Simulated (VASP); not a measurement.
# MoS2 (P6_3/mmc) in VASP: notebook

MoS2 is run at these levels: PBE+D3(BJ); tasks: single point, relaxation of cell and atoms.

Everything below comes from runs of VASP 6.6.1. Logs are shortened: lines on timing, memory, paths and dates and some standing lists are left out, and cuts for length are marked.

**The experiment to reproduce.**

From “Multiwavelength excitation Raman Scattering Analysis of bulk and 2 dimensional MoS2: Vibrational properties of atomically thin MoS2 layers”, 2015, arxiv:1506.03228, for a bulk crystal of MoS2 at 300 K: band gap 1.3 eV (indirect).

The results are compared with them further down.

## Step 1: The cell of the first run

It takes space group P6_3/mmc (No. 194, hexagonal). The conventional cell has a = 3.149 Å, b = 3.149 Å, c = 12.090 Å, α = 90.00°, β = 90.00°, γ = 120.00°. Mo (site symmetry -6m2) has 6 S at 2.40 Å and 6 Mo at 3.15 Å within 3.2 Å. Within 3.2 Å of S (site symmetry 3m) lie 3 Mo at 2.40 Å and 7 S at 3.13 to 3.15 Å.

## Step 2: Single point, PBE+D3(BJ), collinear spin, ferromagnetic start

The input, INCAR:

```
SYSTEM = MoS2
  PREC = Accurate
  ENCUT = 520
  EDIFF = 1E-6
  ISMEAR = 0
  SIGMA = 0.05
  LREAL = .FALSE.
  LASPH = .TRUE.
  NELM = 150
  ALGO = Normal
  ISIF = 2
  LWAVE = .FALSE.
  LCHARG = .FALSE.
  ISPIN = 2
  MAGMOM = 2 2 0 0 0 0
  LORBIT = 11
  LMAXMIX = 4
  GGA = PE
  IVDW = 12
  NBANDS = 39
```

The input, KPOINTS:

```
Automatic mesh
0
G
  10 10 4
  0 0 0
```

The input, POSCAR:

```
MoS2
1.0
    3.1491947499      0.0000000000      0.0000000000
   -1.5745973749      2.7272826549      0.0000000000
    0.0000000000      0.0000000000     12.0897450277
Mo S
2 4
Direct
    0.3333333333      0.6666666667      0.2500000000
    0.6666666667      0.3333333333      0.7500000000
    0.3333333333      0.6666666667      0.6204899759
    0.6666666667      0.3333333333      0.1204899759
    0.3333333333      0.6666666667      0.8795100241
    0.6666666667      0.3333333333      0.3795100241
```

Potentials or basis: VASP PAW PBE potentials, release 64 (Mo_sv, S).

Launch:

```
cat potpaw_PBE.64/Mo_sv/POTCAR potpaw_PBE.64/S/POTCAR > POTCAR
mpirun -np 1 vasp_std > vasp.out
```

OUTCAR:

```text
SYSTEM = MoS2
   PREC = Accurate
   ENCUT = 520
   EDIFF = 1E-6
   ISMEAR = 0
   LREAL = .FALSE.
   LASPH = .TRUE.
   NELM = 150
   ISIF = 2
   ISPIN = 2
   LORBIT = 11
   GGA = PE
   IVDW = 12
 IVDW          = 12

 ion  position               nearest neighbor table
   1  0.333  0.667  0.250-   4 2.40   6 2.40   4 2.40   6 2.40   4 2.40   6 2.40
   2  0.667  0.333  0.750-   3 2.40   5 2.40   3 2.40   5 2.40   3 2.40   5 2.40
   3  0.333  0.667  0.620-   2 2.40   2 2.40   2 2.40
   4  0.667  0.333  0.120-   1 2.40   1 2.40   1 2.40
   5  0.333  0.667  0.880-   2 2.40   2 2.40   2 2.40
   6  0.667  0.333  0.380-   1 2.40   1 2.40   1 2.40

  LATTYP: Found a hexagonal cell.
 ALAT       =     3.1491947499
 C/A-ratio  =     3.8389956760

  Lattice vectors:

 A1 = (   3.1491947499,   0.0000000000,   0.0000000000)
 A2 = (  -1.5745973749,   2.7272826549,   0.0000000000)
 A3 = (   0.0000000000,   0.0000000000,  12.0897450277)

Analysis of symmetry for initial positions (statically):
=====================================================================
 Subroutine PRICEL returns:
 Original cell was already a primitive cell.

 Routine SETGRP: Setting up the symmetry group for a
 hexagonal supercell.

 Subroutine GETGRP returns: Found 24 space group operations
 (whereof 12 operations were pure point group operations)
 out of a pool of 24 trial point group operations.

The static configuration has the point symmetry D_3d.
 The point group associated with its full space group is D_6h.

Analysis of symmetry for dynamics (positions and initial velocities):
=====================================================================
 Subroutine PRICEL returns:
 Original cell was already a primitive cell.

 Routine SETGRP: Setting up the symmetry group for a
 hexagonal supercell.

 Subroutine GETGRP returns: Found 24 space group operations
 (whereof 12 operations were pure point group operations)
 out of a pool of 24 trial point group operations.

The dynamic configuration has the point symmetry D_3d.
 The point group associated with its full space group is D_6h.

Analysis of structural, dynamic, and magnetic symmetry:
=====================================================================
 Subroutine PRICEL returns:
 Original cell was already a primitive cell.

 Routine SETGRP: Setting up the symmetry group for a
 hexagonal supercell.

 Subroutine GETGRP returns: Found 24 space group operations
 (whereof 12 operations were pure point group operations)
 out of a pool of 24 trial point group operations.

The overall configuration has the point symmetry D_3d.
 The point group associated with its full space group is D_6h.

 Subroutine INISYM returns: Found 24 space group operations
 (whereof 12 operations are pure point group operations),
 and found     1 'primitive' translations

----------------------------------------------------------------------------------------

                                     Primitive cell

  volume of cell :     103.8357

  direct lattice vectors                    reciprocal lattice vectors
     3.149194750  0.000000000  0.000000000     0.317541492  0.183332666  0.000000000
    -1.574597375  2.727282655  0.000000000     0.000000000  0.366665332  0.000000000
     0.000000000  0.000000000 12.089745028     0.000000000  0.000000000  0.082714730

  length of vectors
     3.149194750  3.149194750 12.089745028     0.366665332  0.366665332  0.082714730

  position of ions in fractional coordinates (direct lattice)
     0.333333333  0.666666667  0.250000000
     0.666666667  0.333333333  0.750000000
     0.333333333  0.666666667  0.620489976
     0.666666667  0.333333333  0.120489976
     0.333333333  0.666666667  0.879510024
     0.666666667  0.333333333  0.379510024

  ion indices of the primitive-cell ions
   primitive index   ion index
                 1           1
                 2           2
                 3           3
                 4           4
                 5           5
                 6           6

----------------------------------------------------------------------------------------

 KPOINTS: Automatic mesh

[... 47 lines left out ...]
  0.400000  0.100000  0.250000     24.000000
 [... further k-points ...]
   k-points           NKPTS =     42   k-points in BZ     NKDIM =     42   number of bands    NBANDS=     39
   number of dos      NEDOS =    301   number of ions     NIONS =      6
   total plane-waves  NPLWV =  51840
   dimension x,y,z NGX =    24 NGY =   24 NGZ =   90
   dimension x,y,z NGXF=    48 NGYF=   48 NGZF=  180
   ions per type =               2   4
   NGX,Y,Z   is equivalent  to a cutoff of  12.67, 12.67, 12.38 a.u.
   NGXF,Y,Z  is equivalent  to a cutoff of  25.34, 25.34, 24.75 a.u.
 SYSTEM =  MoS2
   PREC   = accura    normal or accurate (medium, high low for compatibility)
   ISTART =      0    job   : 0-new  1-cont  2-samecut
   ICHARG =      2    charge: 1-file 2-atom 10-const
   ISPIN  =      2    spin polarized calculation?
   LNONCOLLINEAR =      F non collinear calculations
   LSORBIT =      F    spin-orbit coupling
   LASPH  =      T    aspherical Exc in radial PAW
   ENCUT  =  520.0 eV  38.22 Ry    6.18 a.u.   5.86  5.86 22.48*2*pi/ulx,y,z
   NELM   =    150;   NELMIN=  2; NELMDL= -5     # of ELM steps
   EDIFF  = 0.1E-05   stopping-criterion for ELM
   LREAL  =      F    real-space projection
   EDIFFG = 0.1E-04   stopping-criterion for IOM
   NSW    =      0    number of steps for IOM
   IBRION =     -1    ionic relax: 0-MD 1-quasi-New 2-CG
   NFREE  =      0    steps in history (QN), initial steepest desc. (CG)
   ISIF   =      2    stress and relaxation
   ISYM   =      2    0-nonsym 1-usesym 2-fastsym
   POTIM  = 0.5000    time-step for ionic-motion
   TEBEG  =    0.0;   TEEND  =   0.0 temperature during run
   PSTRESS=    0.0 pullay stress
   NELECT =      52.0000    total number of electrons
   NUPDOWN=      -1.0000    fix difference up-down
   EMIN   =  10.00;   EMAX   =-10.00  energy-range for DOS
   EFERMI =   0.00;   METHOD = LEGACY
   ISMEAR =     0;   SIGMA  =   0.05  broadening in eV -4-tet -1-fermi 0-gaus
   EFERMI_NEDOS =   21; number of points for ismear=-14 and -15
   IALGO  =     38    algorithm
   IMIX   =      4    mixing-type and parameters
     AMIX     =   0.40;   BMIX     =  1.00
     AMIX_MAG =   1.60;   BMIX_MAG =  1.00
  volume/ion in A,a.u.               =      17.31       116.79
  Fermi-wavevector in a.u.,A,eV,Ry     =   1.300051  2.456740 22.995645  1.690132
  Thomas-Fermi vector in A             =   2.431275
   LORBIT       =     11    0 simple, 1 ext, 2 COOP (PROOUT), +10 PAW based schemes
   GGA     = PE    functional components
   LHFCALC =     F    Hartree Fock is set to
   AEXX    =    0.0000 exact exchange contribution
   IVDW    =    12    specifies the selected vdW correction
   LEPSILON=     F    determine dielectric tensor
   LRPA    =     F    only Hartree local field effects (RPA)
 spin polarized calculation
 Gauss-broadening in eV      SIGMA  =   0.05
  energy-cutoff  :      520.00
  volume of cell :      103.84
 maximum number of plane-waves:      2818
 NGX is ok and might be reduce to    24
   NGX = 11   NGY = 11   NGZ = 45

 number of electron      52.0000003 magnetization       0.0003133

 Free energy of the ion-electron system (eV)
  ---------------------------------------------------
  ext. energy  EPLUGINS =         0.00000000
  ---------------------------------------------------
  free energy    TOTEN  =       -43.54510064 eV

  energy without entropy =      -43.54510064  energy(sigma->0) =      -43.54510064

 E-fermi :   8.1430     XC(G=0): -11.0152

 val. band max:        7.9482043103   @ k =   0.0000   0.0000   0.0000
 cond. band min:       8.7878040064   @ k =   0.2000   0.2000   0.0000
 fundamental gap:      0.8395996961
 Fermi energy:         8.1430208723

 spin component 1

 k-point     1 :       0.0000    0.0000    0.0000
  band No.  band energies     occupation
      1     -53.5900      1.00000
      2     -53.5900      1.00000
      3     -27.7538      1.00000
      4     -27.7537      1.00000
      5     -27.5122      1.00000
      6     -27.5122      1.00000
[... 973 lines left out ...]
     37      15.4204      0.00000
     38      15.6659      0.00000

 [... further k-points ...]

 spin component 2

 k-point     1 :       0.0000    0.0000    0.0000
  band No.  band energies     occupation
      1     -53.5901      1.00000
      2     -53.5900      1.00000
      3     -27.7538      1.00000
      4     -27.7537      1.00000
      5     -27.5123      1.00000
      6     -27.5123      1.00000
[... 973 lines left out ...]
     37      15.4205      0.00000
     38      15.6660      0.00000

 [... further k-points ...]

 [bands above 38 left out]

------------------------ aborting loop because EDIFF is reached ----------------------------------------

 Edisp (eV)   -2.62536

 E8    (eV) :    -1.0586

  FORCE on cell =-STRESS in cart. coord.  units (eV):
  Direction    XX          YY          ZZ          XY          YZ          ZX
  --------------------------------------------------------------------------------------
  -------------------------------------------------------------------------------------
  Total      -0.06201    -0.06201    -0.10026    -0.00000    -0.00000     0.00000
  in kB      -0.95687    -0.95687    -1.54704    -0.00000    -0.00000     0.00000
  external pressure =       -1.15 kB  Pullay stress =        0.00 kB

 VOLUME and BASIS-vectors are now :
 -----------------------------------------------------------------------------
  energy-cutoff  :      520.00
  volume of cell :      103.84
      direct lattice vectors                 reciprocal lattice vectors
     3.149194750  0.000000000  0.000000000     0.317541492  0.183332666  0.000000000
    -1.574597375  2.727282655  0.000000000     0.000000000  0.366665332  0.000000000
     0.000000000  0.000000000 12.089745028     0.000000000  0.000000000  0.082714730

 POSITION                                       TOTAL-FORCE (eV/Angst)
 -----------------------------------------------------------------------------------
     -0.00000      1.81819      3.02244         0.000000     -0.000000     -0.000000
      1.57460      0.90909      9.06731         0.000000      0.000000     -0.000000
     -0.00000      1.81819      7.50157         0.000000     -0.000000      0.011027
      1.57460      0.90909      1.45669        -0.000000     -0.000000      0.011027
     -0.00000      1.81819     10.63305         0.000000      0.000000     -0.011027
      1.57460      0.90909      4.58818        -0.000000      0.000000     -0.011027
 -----------------------------------------------------------------------------------
    total drift:                                0.000000     -0.000000      0.000000

  FREE ENERGIE OF THE ION-ELECTRON SYSTEM (eV)
  ---------------------------------------------------
  free  energy   TOTEN  =       -46.1704566879 eV

  energy  without entropy=      -46.1704566879  energy(sigma->0) =      -46.17045669

 total charge

# of ion       s       p       d       tot
------------------------------------------
    1        2.294   6.225   3.965  12.484
    2        2.294   6.225   3.965  12.484
    3        1.366   2.343   0.000   3.709
    4        1.366   2.343   0.000   3.709
    5        1.366   2.343   0.000   3.709
    6        1.366   2.343   0.000   3.709
--------------------------------------------------
tot         10.050  21.823   7.931  39.804

 magnetization (x)

# of ion       s       p       d       tot
------------------------------------------
    1        0.000  -0.000  -0.000  -0.000
    2        0.000  -0.000  -0.000  -0.000
    3        0.000   0.000   0.000   0.000
    4        0.000   0.000   0.000   0.000
    5        0.000   0.000   0.000   0.000
    6        0.000   0.000   0.000   0.000
--------------------------------------------------
tot          0.000   0.000  -0.000  -0.000
```

It took 4 min on 1 thread of Intel Xeon Platinum 8259CL at 2.50GHz (Skylake/Cascade Lake), shared host; peak memory 0.41 GiB.

What came out:

* Free energy: -46.1705 eV
* Pressure: -0.1 GPa
* Largest force: 0.011 eV/Å
* Band gap on the k mesh: 0.84 eV, indirect (least direct gap 1.91 eV)
* Net moment: 0.00 μB per cell
* Valence electrons inside the program's atomic spheres: Mo 12.48; S 3.71
* Dispersion energy per atom: -0.438 eV

Forces in eV/Å, atoms in the order of the input:
```
Mo   0.000  0.000  0.000
Mo   0.000  0.000  0.000
S    0.000  0.000  0.011
S    0.000  0.000  0.011
S    0.000  0.000 -0.011
S    0.000  0.000 -0.011
```

Levels at points of the mesh, in eV from the valence-band top:
Spin up:
```
           k point  band 22  band 23  band 24  band 25  band 26  band 27  band 28  band 29  band 30  band 31
(0.00, 0.00, 0.00)    -2.15    -2.15    -1.27    -1.11     0.00     2.09     2.09     2.13     2.13     2.23
(0.50, 0.00, 0.00)    -2.55    -1.78    -1.52    -1.49    -1.33     1.62     1.68     1.99     2.31     2.83
(0.00, 0.00, 0.50)    -2.18    -2.18    -2.18    -0.26    -0.26     2.10     2.10     2.10     2.10     2.36
(0.50, 0.00, 0.50)    -2.74    -1.65    -1.65    -1.40    -1.40     1.65     1.65     2.17     2.17     3.23
```
Spin down:
| k point | band 22 | band 23 | band 24 | band 25 | band 26 | band 27 | band 28 | band 29 | band 30 | band 31 |
| --- | --- | --- | --- | --- | --- | --- | --- | --- | --- | --- |
| (0.00, 0.00, 0.00) | -2.15 | -2.15 | -1.27 | -1.11 | 0.00 | 2.09 | 2.09 | 2.13 | 2.13 | 2.23 |
| (0.50, 0.00, 0.00) | -2.55 | -1.78 | -1.52 | -1.49 | -1.33 | 1.62 | 1.68 | 1.99 | 2.31 | 2.83 |
| (0.00, 0.00, 0.50) | -2.18 | -2.18 | -2.18 | -0.26 | -0.26 | 2.10 | 2.10 | 2.10 | 2.10 | 2.36 |
| (0.50, 0.00, 0.50) | -2.74 | -1.65 | -1.65 | -1.40 | -1.40 | 1.65 | 1.65 | 2.17 | 2.17 | 3.23 |

[end of part 1 of 2]
